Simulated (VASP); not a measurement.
Set up this calculation in VASP 6.6.1, as the native input.

| Quantity | Value |
| --- | --- |
| Task | single point |
| Functional | PBE |
| Potentials or basis | VASP PAW PBE potentials, release 64 (La, Ir) |
| Cutoff | 520 eV |
| k mesh | 4 × 4 × 4 |
| Occupations | gaussian, width 0.1 eV |
| Spin | collinear spin |
| Starting moments | [0.0, 0.0, 0.0, 1.0, 1.0, 1.0, 1.0, 1.0] μB |
| Dipole correction | no |
| Further INCAR settings | ALGO = Normal; EDIFF = 1e-06; NBANDS = 53 |

The structure of La3Ir5 lies in POSCAR:

```
La3Ir5
1.0
   -3.4518686232      3.4518686232      3.4518686232
    3.4518686232     -3.4518686232      3.4518686232
    3.4518686232      3.4518686232     -3.4518686232
La Ir
3 5
Direct
    0.0000000000      0.5000000000      0.5000000000
    0.5000000000      0.5000000000      0.0000000000
    0.5000000000      0.0000000000      0.5000000000
    0.0000000000      0.0000000000      0.0000000000
    0.0000000000      0.0000000000      0.5000000000
    0.0000000000      0.5000000000      0.0000000000
    0.5000000000      0.0000000000      0.0000000000
    0.5000000000      0.5000000000      0.5000000000
```

The cell was generated, and may not be a known phase.

These files were run (other wordings do the same):

INCAR

```
SYSTEM = La3Ir5
  PREC = Accurate
  ENCUT = 520
  EDIFF = 1E-6
  ISMEAR = 0
  SIGMA = 0.1
  LREAL = .False.
  LASPH = .True.
  NELM = 150
  ALGO = Normal
  ISIF = 2
  LWAVE = .False.
  LCHARG = .False.
  ISPIN = 2
  MAGMOM = 0 0 0 1 1 1 1 1
  LORBIT = 11
  LMAXMIX = 6
  GGA = PE
  NBANDS = 53
```

KPOINTS

```
Automatic mesh
0
Gamma
  4 4 4
  0 0 0
```

Potentials or basis: VASP PAW PBE potentials, release 64 (La, Ir).

The run is started by

```sh
$ cat potpaw_PBE.64/La/POTCAR potpaw_PBE.64/Ir/POTCAR > POTCAR
$ mpirun -np 1 vasp_std > vasp.out
```

Results of the run:

```json
{"Pressure": "0.0 GPa", "Band gap on the k mesh": "zero (filled and empty bands overlap)", "Net moment": "0.00 μB per cell", "Valence electrons inside the program's atomic spheres": "La 8.81; Ir 7.83, 8.15 (each value once)"}
```

Caveat: spin-orbit coupling is left out, which moves the levels of the heavy elements.

Wall time 7.8 min on 1 thread of Oxide Virtual Turin-like Processor, with other jobs on the host, peak memory 0.43 GiB.
